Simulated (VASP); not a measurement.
BeZn3Se4:

```
Be Zn Se
1.0
     3.94478    0.00000    0.00000
     0.00000    7.90548    0.00000
     0.00000    0.00000    5.60898
Be Zn Se
1 3 4
Direct
  0.50000 0.00000 0.50479
  0.00000 0.76240 0.00038
  0.00000 0.23760 0.00038
  0.50000 0.50000 0.49829
  0.50000 0.76672 0.73584
  0.00000 0.00000 0.28721
  0.50000 0.23328 0.73584
  0.00000 0.50000 0.23726
```

Base run:

```yaml
Program: VASP 6.6.1
Functional: PBE
Potentials_or_basis: VASP PAW PBE potentials, release 64 (Be, Zn, Se)
Cutoff: 520 eV
k_mesh: 8 × 4 × 6
Occupations: gaussian, width 0.02 eV
Spin: no spin polarisation
```

Its results: band gap on the k mesh 1.65 eV, direct; pressure 0.2 GPa; largest force 0.013 eV/Å.

Task: The run is repeated on the same cell with these changes: functional from PBE to PBEsol; further incar settings from ALGO = Normal; EDIFF = 1e-07; NBANDS = 41 to ALGO = Normal; EDIFF = 1e-06; NBANDS = 41. What comes out?

Result: Band gap on the k mesh 1.54 eV, direct; pressure -2.7 GPa; largest force 0.125 eV/Å.

Caveats: the PAW data sets were made with another functional, which shifts forces and pressure a little (some runs).

